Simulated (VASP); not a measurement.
Set up this calculation in VASP 6.6.1, as the native input.

```yaml
Task: electric field gradients
Functional: LDA
Potentials_or_basis: VASP PAW LDA potentials, release 64 (Ag)
Cutoff: 520 eV
k_mesh: 15 × 15 × 15
Occupations: fermi-dirac, width 0.05 eV
Spin: no spin polarisation
Dipole_correction: no
Further_INCAR_settings: ALGO = Normal; EDIFF = 1e-08; NBANDS = 12
```

The structure of Ag lies in POSCAR:

```
Ag
1.0
    0.0000000000      2.0831709575      2.0831709575
    2.0831709575      0.0000000000      2.0831709575
    2.0831709575      2.0831709575      0.0000000000
Ag
1
Direct
    0.0000000000      0.0000000000      0.0000000000
```

This cell differs from its parent crystal: volume scaled by 1.06.

One way to write it, as run:

INCAR

```
SYSTEM = Ag
PREC = Accurate
ENCUT = 520
EDIFF = 1E-8
ISMEAR = -1
SIGMA = 0.05
LREAL = .FALSE.
LASPH = .TRUE.
NELM = 100
ALGO = Normal
ISIF = 2
LWAVE = .FALSE.
LCHARG = .FALSE.
LEFG = .TRUE.
NBANDS = 12
```

KPOINTS

```
Automatic mesh
0
G
  15 15 15
  0 0 0
```

Potentials or basis: VASP PAW LDA potentials, release 64 (Ag).

Command:

```bash
$ cat potpaw_LDA.64/Ag/POTCAR > POTCAR
$ mpirun -np 1 vasp_std > vasp.out
```

Results of the run:

- Pressure: -11.8 GPa

Caveat: without QUAD_EFG the Cq values of the log hold for a quadrupole moment of 1 mb, not for the nuclei.

Run time: 9.6 s on 1 thread of Intel Xeon 6975P-C, with other jobs on the host, peak memory 0.14 GiB.
